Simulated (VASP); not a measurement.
**BAs: single point with PBE+D3(BJ)**

Crystal: BAs.

```xyz
2
Lattice="0.0000 2.3821 2.3821 2.3821 0.0000 2.3821 2.3821 2.3821 0.0000" Properties=species:S:1:pos:R:3 pbc="T T T"
As    3.5731    3.5731    3.5731
B     0.0000    0.0000    0.0000
```

* Program: VASP 6.6.1
* Task: single point
* Functional: PBE
* Dispersion: D3(BJ)
* Potentials or basis: VASP PAW PBE potentials, release 64 (As, B)
* Cutoff: 520 eV
* k mesh: 10 × 10 × 10
* Occupations: fermi-dirac, width 0.05 eV
* Spin: no spin polarisation
* Dipole correction: no
* Further INCAR settings: ALGO = Normal; EDIFF = 1e-06; NBANDS = 11

```json
{
  "Pressure": "0.7 GPa",
  "Band gap on the k mesh": "1.17 eV, indirect (least direct gap 3.29 eV)",
  "Dispersion energy per atom": "-0.333 eV"
}
```

Levels at points of the mesh, in eV from the valence-band top:
| k point | band 1 | band 2 | band 3 | band 4 | band 5 | band 6 | band 7 | band 8 | band 9 |
| --- | --- | --- | --- | --- | --- | --- | --- | --- | --- |
| (0.00, 0.00, 0.00) | -15.48 | 0.00 | 0.00 | 0.00 | 3.29 | 3.29 | 3.29 | 4.79 | 9.62 |
| (0.50, 0.00, 0.00) | -12.57 | -8.85 | -1.84 | -1.84 | 2.74 | 4.79 | 4.79 | 8.88 | 12.78 |
| (0.50, 0.50, 0.00) | -11.24 | -8.58 | -4.11 | -4.11 | 1.42 | 1.43 | 11.44 | 11.44 | 12.94 |

Wall time 12 s on 1 thread of Intel(R) Xeon(R) Platinum 8488C (Sapphire Rapids), with other jobs on the host, peak memory 0.17 GiB.

A k mesh can miss the band edges.
